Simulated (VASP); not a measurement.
Set up this calculation in VASP 6.6.1, as the native input.

```
Task                               : single point
Functional                         : PBEsol-based screened hybrid
Potentials or basis                : VASP PAW PBE potentials, release 64 (Mg)
Cutoff                             : 520 eV
k mesh                             : 5 × 5 × 3
Occupations                        : fermi-dirac, width 0.05 eV
Spin                               : no spin polarisation
Dipole correction                  : no
Grid for exact exchange (PRECFOCK) : Normal
Share of exact exchange            : 0.25
Further INCAR settings             : ALGO = Normal; EDIFF = 1e-06; NBANDS = 9
Screening parameter                : 0.207 1/Å
```

Crystal: Mg.

```
Mg
1.0
     3.14379    0.00000    0.00000
    -1.57189    2.72260    0.00000
     0.00000    0.00000    5.10394
Mg
2
Direct
  0.66667 0.33333 0.75000
  0.33333 0.66667 0.25000
```

The input as run:

POSCAR

```
Mg
1.0
    3.1437856987      0.0000000000      0.0000000000
   -1.5718928494      2.7225982792      0.0000000000
    0.0000000000      0.0000000000      5.1039375022
Mg
2
Direct
    0.6666666667      0.3333333333      0.7500000000
    0.3333333333      0.6666666667      0.2500000000
```

INCAR.step1

```
SYSTEM = Mg
  ALGO = Normal
  EDIFF = 1E-5
  ENCUT = 520
  GGA = PE
  ISIF = 2
  ISMEAR = -1
  LASPH = .TRUE.
  LCHARG = .FALSE.
  LREAL = .FALSE.
  LWAVE = .TRUE.
  NBANDS = 9
  NELM = 60
  PREC = Accurate
  SIGMA = 0.05
```

INCAR.step2

```
SYSTEM = Mg
  AEXX = 0.25
  ALGO = Normal
  EDIFF = 1E-6
  ENCUT = 520
  GGA = PS
  HFSCREEN = 0.207
  ISIF = 2
  ISMEAR = -1
  ISTART = 1
  LASPH = .TRUE.
  LCHARG = .FALSE.
  LHFCALC = .TRUE.
  LREAL = .FALSE.
  LWAVE = .FALSE.
  NBANDS = 9
  NELM = 60
  PREC = Accurate
  PRECFOCK = Normal
  SIGMA = 0.05
```

KPOINTS

```
k-points
0
G
  5 5 3
  0 0 0
```

Potentials or basis: VASP PAW PBE potentials, release 64 (Mg).

Run with:

```sh
$ cat potpaw_PBE.64/Mg/POTCAR > POTCAR
$ cp INCAR.step1 INCAR
$ mpirun -np 1 vasp_std > vasp.out
$ cp INCAR.step2 INCAR
$ mpirun -np 1 vasp_std > vasp.out
```

Results of the run:

```
Pressure               : 1.3 GPa
Band gap on the k mesh : zero (band 2 reaches 3.41 eV, above the bottom of band 3 at 1.41 eV)
```

Caveat: the k points lie up to 0.46 Å⁻¹ apart; the PAW data sets were made with another functional, which shifts forces and pressure a little.

It took 50 s on 1 thread of Intel(R) Xeon(R) Platinum 8488C (Sapphire Rapids), on a shared host, peak memory 0.26 GiB.
